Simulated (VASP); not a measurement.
Set up this calculation in VASP 6.6.1, as the native input.

| Property | Result |
| --- | --- |
| Task | single point |
| Functional | PBEsol |
| Potentials or basis | VASP PAW PBE potentials, release 64 (In_d) |
| Cutoff | 520 eV |
| k mesh | 9 × 9 × 3 |
| Occupations | fermi-dirac, width 0.05 eV |
| Spin | no spin polarisation |
| Dipole correction | no |
| Further INCAR settings | ALGO = Fast; EDIFF = 1e-06; NBANDS = 34 |

The structure of In lies in POSCAR:

```
In
1.0
    3.3861216239      0.0000000000      0.0000000000
   -1.6930608120      2.9324673466      0.0000000000
    0.0000000000      0.0000000000     10.8712316918
In
4
Direct
    0.6666666667      0.3333333333      0.7500000000
    0.0000000000      0.0000000000      0.5000000000
    0.3333333333      0.6666666667      0.2500000000
    0.0000000000      0.0000000000      0.0000000000
```

This cell differs from its parent crystal: volume scaled by 1.02.

The input as run:

INCAR

```
PREC = Accurate ; ENCUT = 520
EDIFF = 1E-6 ; ISMEAR = -1
SIGMA = 0.05 ; LREAL = F
LASPH = T ; NELM = 100
ALGO = Fast ; ISIF = 2
LWAVE = F ; LCHARG = F
GGA = PS ; NBANDS = 34
```

KPOINTS

```
Automatic mesh
0
Gamma
  9 9 3
```

Potentials or basis: VASP PAW PBE potentials, release 64 (In_d).

Run with:

```bash
$ cat potpaw_PBE.64/In_d/POTCAR > POTCAR
$ mpirun -np 1 vasp_std > vasp.out
```

Results of the run:

The pressure is -2.1 GPa and the band gap on the k mesh is zero (band 26 reaches 10.72 eV, above the bottom of band 27 at 6.03 eV).

Caveat: the PAW data sets were made with another functional, which shifts forces and pressure a little; spin-orbit coupling is left out, which moves the levels of the heavy elements.

It took 4.1 min on 1 thread of AMD EPYC 7R13, with other jobs on the host, peak memory 0.23 GiB.
